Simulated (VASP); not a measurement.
# Al2GaN3 (R-3m) in VASP: further runs

Aim: see how the results for Al2GaN3 move with the level of theory and the settings. Levels: PBEsol, r2SCAN+rVV10. Tasks: single point, relaxation of cell and atoms.

All numbers are computed with VASP 6.6.1; they aren't measurements. Logs are shortened: lines on timing, memory, paths and dates and some standing lists are left out, and cuts for length are marked.

## 1. The cell of the first run

It takes space group R-3m (No. 166, trigonal). Conventional cell: a = 5.448 Å, b = 5.448 Å, c = 7.911 Å, α = 90.00°, β = 90.00°, γ = 120.00°. Within 2.5 Å of Al (site symmetry 3m) lie 3 N at 1.91 Å and 1 Ga at 2.40 Å. Within 2.7 Å of Ga (site symmetry -3m) lie 6 N at 2.05 Å and 2 Al at 2.40 Å. Within 2.5 Å of N (site symmetry 2/m) lie 2 Al at 1.91 Å and 2 Ga at 2.05 Å.

## 2. Single point, PBEsol

Contents of INCAR:

```
SYSTEM = Al2GaN3
  PREC = Accurate
  ENCUT = 520
  EDIFF = 1E-6
  ISMEAR = -1
  SIGMA = 0.03
  LREAL = .False.
  LASPH = .True.
  NELM = 100
  ALGO = Normal
  ISIF = 2
  LWAVE = .False.
  LCHARG = .True.
  GGA = PS
  LELF = .True.
  LVHAR = .True.
  NBANDS = 26
```

Contents of KPOINTS:

```
Automatic mesh
0
Gamma
  6 6 6
  0 0 0
```

Contents of POSCAR:

```
Al2GaN3
1.0
    2.7239807901      1.5726910437      2.6371311020
   -2.7239807901      1.5726910437      2.6371311020
    0.0000000000     -3.1453820837      2.6371311042
Al Ga N
2 1 3
Direct
    0.6966872403      0.6966872403      0.6966872403
    0.3033127597      0.3033127597      0.3033127597
    0.0000000000      0.0000000000      0.0000000000
    0.0000000000      0.5000000000      0.0000000000
    0.5000000000      0.0000000000      0.0000000000
    0.0000000000      0.0000000000      0.5000000000
```

Potentials or basis: VASP PAW PBE potentials, release 64 (Al, Ga_d, N).

Launch:

```console
cat potpaw_PBE.64/Al/POTCAR potpaw_PBE.64/Ga_d/POTCAR potpaw_PBE.64/N/POTCAR > POTCAR
mpirun -np 1 vasp_std > vasp.out
```

OUTCAR:

```text
SYSTEM = Al2GaN3
   PREC = Accurate
   ENCUT = 520
   EDIFF = 1E-6
   ISMEAR = -1
   LREAL = .False.
   LASPH = .True.
   NELM = 100
   ISIF = 2
   GGA = PS

 ion  position               nearest neighbor table
   1  0.697  0.697  0.697-   4 1.91   5 1.91   6 1.91   3 2.40   2 3.11   2 3.18   2 3.18   2 3.18

   2  0.303  0.303  0.303-   4 1.91   5 1.91   6 1.91   3 2.40   1 3.11   1 3.18   1 3.18   1 3.18

   3  0.000  0.000  0.000-   4 2.05   5 2.05   4 2.05   5 2.05   6 2.05   6 2.05   1 2.40   2 2.40

   4  0.000  0.500  0.000-   1 1.91   2 1.91   3 2.05   3 2.05
   5  0.500  0.000  0.000-   1 1.91   2 1.91   3 2.05   3 2.05
   6  0.000  0.000  0.500-   1 1.91   2 1.91   3 2.05   3 2.05

  LATTYP: Found a trigonal (rhomboedric) cell.
 ALAT       =     4.1046179984
 COS(alpha) =     0.1191690089

  Lattice vectors:

 A1 = (   2.7239807901,   1.5726910437,   2.6371311020)
 A2 = (  -2.7239807901,   1.5726910437,   2.6371311020)
 A3 = (   0.0000000000,  -3.1453820837,   2.6371311042)

Analysis of symmetry for initial positions (statically):
=====================================================================
 Subroutine PRICEL returns:
 Original cell was already a primitive cell.

 Routine SETGRP: Setting up the symmetry group for a
 trigonal (rhombohedral) supercell.

 Subroutine GETGRP returns: Found 12 space group operations
 (whereof 12 operations were pure point group operations)
 out of a pool of 12 trial point group operations.

The static configuration has the point symmetry D_3d.

Analysis of symmetry for dynamics (positions and initial velocities):
=====================================================================
 Subroutine PRICEL returns:
 Original cell was already a primitive cell.

 Routine SETGRP: Setting up the symmetry group for a
 trigonal (rhombohedral) supercell.

 Subroutine GETGRP returns: Found 12 space group operations
 (whereof 12 operations were pure point group operations)
 out of a pool of 12 trial point group operations.

The dynamic configuration has the point symmetry D_3d.

 Subroutine INISYM returns: Found 12 space group operations
 (whereof 12 operations are pure point group operations),
 and found     1 'primitive' translations

----------------------------------------------------------------------------------------

                                     Primitive cell

  volume of cell :      67.7845

  direct lattice vectors                    reciprocal lattice vectors
     2.723980790  1.572691044  2.637131102     0.183554892  0.105975466  0.126399986
    -2.723980790  1.572691044  2.637131102    -0.183554892  0.105975466  0.126399986
     0.000000000 -3.145382084  2.637131104     0.000000000 -0.211950933  0.126399986

  length of vectors
     4.104617998  4.104617998  4.104617998     0.246779566  0.246779566  0.246779566

  position of ions in fractional coordinates (direct lattice)
     0.696687240  0.696687240  0.696687240
     0.303312760  0.303312760  0.303312760
     0.000000000  0.000000000  0.000000000
     0.000000000  0.500000000  0.000000000
     0.500000000  0.000000000  0.000000000
     1.000000000  1.000000000  0.500000000

  ion indices of the primitive-cell ions
   primitive index   ion index
                 1           1
                 2           2
                 3           3
                 4           4
                 5           5
                 6           6

----------------------------------------------------------------------------------------

 KPOINTS: Automatic mesh

Automatic generation of k-mesh.
 Grid dimensions read from file:
 generate k-points for:    6    6    6

 Generating k-lattice:

  Cartesian coordinates                     Fractional coordinates (reciprocal lattice)
     0.030592482  0.017662578  0.021066664     0.166666667 -0.000000000 -0.000000000
    -0.030592482  0.017662578  0.021066664    -0.000000000  0.166666667 -0.000000000
     0.000000000 -0.035325155  0.021066664     0.000000000  0.000000000  0.166666667

  Length of vectors
     0.041129928  0.041129928  0.041129928

  Shift w.r.t. Gamma in fractional coordinates (k-lattice)
     0.000000000  0.000000000  0.000000000

 Subroutine IBZKPT returns following result:
 ===========================================

 Found     32 irreducible k-points:

 Following reciprocal coordinates:
            Coordinates               Weight
  0.000000  0.000000  0.000000      1.000000
  0.166667 -0.000000 -0.000000      6.000000
  0.333333 -0.000000 -0.000000      6.000000
  0.500000  0.000000  0.000000      3.000000
  0.166667  0.166667 -0.000000      6.000000
  0.333333  0.166667  0.000000     12.000000
[... 16 lines left out ...]
  0.500000  0.500000  0.166667      6.000000
 -0.333333  0.500000  0.166667     12.000000
 [... further k-points ...]
   k-points           NKPTS =     32   k-points in BZ     NKDIM =     32   number of bands    NBANDS=     26
   number of dos      NEDOS =    301   number of ions     NIONS =      6
   total plane-waves  NPLWV =  32768
   dimension x,y,z NGX =    32 NGY =   32 NGZ =   32
   dimension x,y,z NGXF=    64 NGYF=   64 NGZF=   64
   ions per type =               2   1   3
   NGX,Y,Z   is equivalent  to a cutoff of  12.96, 12.96, 12.96 a.u.
   NGXF,Y,Z  is equivalent  to a cutoff of  25.92, 25.92, 25.92 a.u.
 SYSTEM =  Al2GaN3
   PREC   = accura    normal or accurate (medium, high low for compatibility)
   ISTART =      0    job   : 0-new  1-cont  2-samecut
   ICHARG =      2    charge: 1-file 2-atom 10-const
   ISPIN  =      1    spin polarized calculation?
   LNONCOLLINEAR =      F non collinear calculations
   LSORBIT =      F    spin-orbit coupling
   LASPH  =      T    aspherical Exc in radial PAW
   ENCUT  =  520.0 eV  38.22 Ry    6.18 a.u.   7.63  7.63  7.63*2*pi/ulx,y,z
   NELM   =    100;   NELMIN=  2; NELMDL= -5     # of ELM steps
   EDIFF  = 0.1E-05   stopping-criterion for ELM
   LREAL  =      F    real-space projection
   EDIFFG = 0.1E-04   stopping-criterion for IOM
   NSW    =      0    number of steps for IOM
   IBRION =     -1    ionic relax: 0-MD 1-quasi-New 2-CG
   NFREE  =      0    steps in history (QN), initial steepest desc. (CG)
   ISIF   =      2    stress and relaxation
   ISYM   =      2    0-nonsym 1-usesym 2-fastsym
   POTIM  = 0.5000    time-step for ionic-motion
   TEBEG  =    0.0;   TEEND  =   0.0 temperature during run
   PSTRESS=    0.0 pullay stress
   NELECT =      34.0000    total number of electrons
   NUPDOWN=      -1.0000    fix difference up-down
   EMIN   =  10.00;   EMAX   =-10.00  energy-range for DOS
   EFERMI =   0.00;   METHOD = LEGACY
   ISMEAR =    -1;   SIGMA  =   0.03  broadening in eV -4-tet -1-fermi 0-gaus
   EFERMI_NEDOS =   21; number of points for ismear=-14 and -15
   IALGO  =     38    algorithm
   IMIX   =      4    mixing-type and parameters
     AMIX     =   0.40;   BMIX     =  1.00
     AMIX_MAG =   1.60;   BMIX_MAG =  1.00
  volume/ion in A,a.u.               =      11.30        76.24
  Fermi-wavevector in a.u.,A,eV,Ry     =   1.300741  2.458045 23.020084  1.691928
  Thomas-Fermi vector in A             =   2.431921
   LORBIT       =      0    0 simple, 1 ext, 2 COOP (PROOUT), +10 PAW based schemes
   GGA     = PS    functional components
   LHFCALC =     F    Hartree Fock is set to
   AEXX    =    0.0000 exact exchange contribution
   IVDW    =     0    specifies the selected vdW correction
   LEPSILON=     F    determine dielectric tensor
   LRPA    =     F    only Hartree local field effects (RPA)
 non-spin polarized calculation
  energy-cutoff  :      520.00
  volume of cell :       67.78
 maximum number of plane-waves:      1845
 NGX is ok and might be reduce to    32
   NGX = 15   NGY = 15   NGZ = 15

 number of electron      34.0000023 magnetization

 Free energy of the ion-electron system (eV)
  ---------------------------------------------------
  ext. energy  EPLUGINS =         0.00000000
  ---------------------------------------------------
  free energy    TOTEN  =       -36.51499046 eV

  energy without entropy =      -36.50820070  energy(sigma->0) =      -36.51159558

 E-fermi :   6.4523     XC(G=0): -11.2868

 val. band max:        6.3993259096   @ k =   0.3333  -0.0000  -0.0000
 cond. band min:       6.4792132535   @ k =   0.0000   0.0000   0.0000
 fundamental gap:      0.0798873439
 Fermi energy:         6.4523093748

 k-point     1 :       0.0000    0.0000    0.0000
  band No.  band energies     occupation
      1     -10.2269      2.00000
      2      -8.5586      2.00000
      3      -8.5586      2.00000
      4      -7.4664      2.00000
      5      -7.3731      2.00000
      6      -7.3731      2.00000
[... 18 lines left out ...]
     25      15.3736      0.00000
     26      15.6111      0.00000

 k-point     2 :       0.1667   -0.0000   -0.0000
  band No.  band energies     occupation
      1     -10.0751      2.00000
      2      -8.5539      2.00000
      3      -8.5159      2.00000
      4      -7.4732      2.00000
      5      -7.3789      2.00000
      6      -7.3754      2.00000
[... 18 lines left out ...]
     25      15.1064      0.00000
     26      16.6238      0.00000

 k-point     3 :       0.3333   -0.0000   -0.0000
  band No.  band energies     occupation
      1      -9.7132      2.00000
      2      -8.5445      2.00000
      3      -8.3445      2.00000
      4      -7.4966      2.00000
      5      -7.3904      2.00000
      6      -7.3790      2.00000
[... 18 lines left out ...]
     25      16.0030      0.00000
     26      17.5491      0.00000

 k-point     4 :       0.5000    0.0000    0.0000
  band No.  band energies     occupation
      1      -9.4950      2.00000
      2      -8.5398      2.00000
      3      -8.0228      2.00000
      4      -7.6204      2.00000
      5      -7.3960      2.00000
      6      -7.3804      2.00000
[... 18 lines left out ...]
     25      16.4273      0.00000
     26      16.4885      0.00000
[... 496 lines left out ...]
      1      -9.3593      2.00000
      2      -8.5524      2.00000
      3      -8.2637      2.00000
      4      -7.5017      2.00000
      5      -7.3975      2.00000
      6      -7.3880      2.00000
[... 18 lines left out ...]
     25      16.5071      0.00000
     26      16.8999      0.00000

 k-point    23 :       0.5000    0.5000    0.1667
  band No.  band energies     occupation
      1      -8.7757      2.00000
      2      -8.1555      2.00000
      3      -7.6512      2.00000
      4      -7.6495      2.00000
      5      -7.4194      2.00000
      6      -7.4072      2.00000
[... 18 lines left out ...]
     25      15.1130      0.00000
     26      16.5348      0.00000

 k-point    24 :      -0.3333    0.5000    0.1667
  band No.  band energies     occupation
      1      -8.7948      2.00000
      2      -8.4366      2.00000
      3      -7.7658      2.00000
      4      -7.6449      2.00000
      5      -7.4089      2.00000
      6      -7.3974      2.00000
[... 18 lines left out ...]
     25      15.8314      0.00000
     26      16.6064      0.00000

 [... further k-points ...]
[... 5 lines left out ...]
  --------------------------------------------------------------------------------------
  -------------------------------------------------------------------------------------
  Total        0.0886672      0.0886672      0.0112753      0.0000000     -0.0000000      0.0000000
  in kB        2.0957688      2.0957688      0.2665071      0.0000000     -0.0000000      0.0000000
  external PRESSURE =       1.4860149 kB  Pullay stress =       0.0000000 kB

 VOLUME and BASIS-vectors are now :
 -----------------------------------------------------------------------------
  energy-cutoff  :      520.00
  volume of cell :       67.78
      direct lattice vectors                 reciprocal lattice vectors
     2.723980790  1.572691044  2.637131102     0.183554892  0.105975466  0.126399986
    -2.723980790  1.572691044  2.637131102    -0.183554892  0.105975466  0.126399986
     0.000000000 -3.145382084  2.637131104     0.000000000 -0.211950933  0.126399986

 POSITION                                       TOTAL-FORCE (eV/Angst)
 -----------------------------------------------------------------------------------
      0.00000      0.00000      5.51177        -0.000000     -0.000000     -0.026930
      0.00000      0.00000      2.39963        -0.000000      0.000000      0.026930
      0.00000      0.00000      0.00000        -0.000000     -0.000000     -0.000000
     -1.36199      0.78635      1.31857        -0.000000     -0.000000     -0.000000
      1.36199      0.78635      1.31857        -0.000000     -0.000000     -0.000000
      0.00000     -1.57269      1.31857         0.000000     -0.000000     -0.000000
 -----------------------------------------------------------------------------------
    total drift:                                0.000000      0.000000     -0.000000

  FREE ENERGIE OF THE ION-ELECTRON SYSTEM (eV)
  ---------------------------------------------------
  free  energy   TOTEN  =       -36.5149904643 eV

  energy  without entropy=      -36.5082006991  energy(sigma->0) =      -36.51159558
```

Run time: 31 s. Hardware: 1 thread of Intel Xeon 8259CL, shared host; peak memory 0.2 GiB.

What came out:

```
Free energy            : -36.5150 eV
Pressure               : 0.1 GPa
Largest force          : 0.027 eV/Å
Band gap on the k mesh : zero (bands 17 and 18 overlap by 0.55 eV)
```

Forces in eV/Å, atoms in the order of the input:
```
Al   0.000  0.000 -0.027
Al   0.000  0.000  0.027
Ga   0.000  0.000  0.000
N    0.000  0.000  0.000
N    0.000  0.000  0.000
N    0.000  0.000  0.000
```

Caveat: semilocal functionals underestimate gaps, and a narrow one can read as zero; the PAW data sets were made with another functional, which shifts forces and pressure a little.

(Continued in part 2 of 3.)

The gap in the log of VASP goes by the Fermi energy; the results here count the filled bands.